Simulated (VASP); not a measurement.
# Na: electric field gradients with LDA

Crystal: Na.

```xyz
2
Lattice="3.7795 0.0000 0.0000 -1.8898 3.2732 0.0000 0.0000 0.0000 6.1744" Properties=species:S:1:pos:R:3 pbc="T T T"
Na    0.0000    2.1821    1.5436
Na    1.8898    1.0911    4.6308
```

This cell differs from its parent crystal: volume scaled by 1.01.

| Property | Result |
| --- | --- |
| Program | VASP 6.6.1 |
| Task | electric field gradients |
| Functional | LDA |
| Potentials or basis | VASP PAW LDA potentials, release 64 (Na_pv) |
| Cutoff | 520 eV |
| k mesh | 11 × 11 × 6 |
| Occupations | fermi-dirac, width 0.05 eV |
| Spin | no spin polarisation |
| Dipole correction | no |
| Further INCAR settings | ALGO = Normal; EDIFF = 1e-08; NBANDS = 14 |

```json
{"Pressure": "-1.0 GPa", "Band gap on the k mesh": "zero (band 7 reaches 1.85 eV, above the bottom of band 8 at -2.13 eV)"}
```

Stress tensor (GPa, compression positive):
```
-1.04  0.00  0.00
 0.00 -1.04  0.00
 0.00  0.00 -0.78
```

Levels at points of the mesh, in eV from the Fermi level:
```
           k point  band 5  band 6  band 7  band 8  band 9  band 10
(0.00, 0.00, 0.00)  -24.98  -24.98   -3.24    0.56    0.86     9.77
(0.00, 0.00, 0.50)  -24.99  -24.99   -2.23   -2.23    5.38     5.38
```

Electric field gradients, principal values (V/Å²):
```
atom  least  middle  greatest (by size)
1 Na  0.244   0.244              -0.488
2 Na  0.244   0.244              -0.488
```

It took 15 s on 1 thread of Intel(R) Xeon(R) 6975P-C (Granite Rapids) (shared host), peak memory 0.18 GiB.

Caveat: without QUAD_EFG the Cq values of the log hold for a quadrupole moment of 1 mb, not for the nuclei.
